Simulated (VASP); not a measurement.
The system is ZnCd2Te2S.

```
Zn Cd Te S
1.0
     5.87721    0.00000    0.00000
     0.00000    5.87721    0.00000
     0.00000    0.00000    4.36188
Zn Cd Te S
1 2 2 1
Direct
  0.50000 0.50000 0.00000
  0.50000 0.00000 0.50000
  0.00000 0.50000 0.50000
  0.50000 0.00000 0.00000
  0.00000 0.50000 0.00000
  0.00000 0.00000 0.50000
```

The cell was generated, and may not be a known phase.

- Program: VASP 6.6.1
- Task: relaxation of cell and atoms
- Functional: PBE
- Potentials or basis: VASP PAW PBE potentials, release 64 (Zn, Cd, Te, S)
- Cutoff: 600 eV
- k mesh: 4 × 4 × 4
- Occupations: gaussian, width 0.1 eV
- Spin: no spin polarisation

At the start: pressure 32.3 GPa; volume 25.11 Å³/atom.

Where does the relaxation end?

Over 9 steps the energy falls by 1595.6 meV/atom and the volume is 29.23 Å³/atom (+16.4 %); space group P4/mmm (No. 123, to 0.1 Å) before and after.

The path:
```csv
step,energy change (eV),largest force (eV/Å),pressure (GPa),volume (Å³)
1,0.0000,0.0000,32.35,150.67
2,-7.2446,0.0000,-6.68,262.81
3,-8.8464,0.0000,-3.33,202.01
4,-9.3500,0.0000,-2.05,185.43
5,-9.5347,0.0000,0.12,173.35
6,-9.5418,0.0000,0.87,170.07
7,-9.5421,0.0000,0.71,170.69
8,-9.5671,0.0000,0.35,172.82
9,-9.5735,0.0000,0.00,175.39
```

Final structure:
```
Zn Cd Te S
1.0
     5.35093    0.00000    0.00000
     0.00000    5.35093    0.00000
     0.00000    0.00000    6.12541
Zn Cd Te S
1 2 2 1
Direct
  0.50000 0.50000 0.00000
  0.50000 0.00000 0.50000
  0.00000 0.50000 0.50000
  0.50000 0.00000 0.00000
  0.00000 0.50000 0.00000
  0.00000 0.00000 0.50000
```

Caveat: the k points lie up to 0.29 Å⁻¹ apart in the final cell, too coarse for converged energies and pressures of a metal; the volume moved by over 15 % at a fixed basis, so the end points are rough.
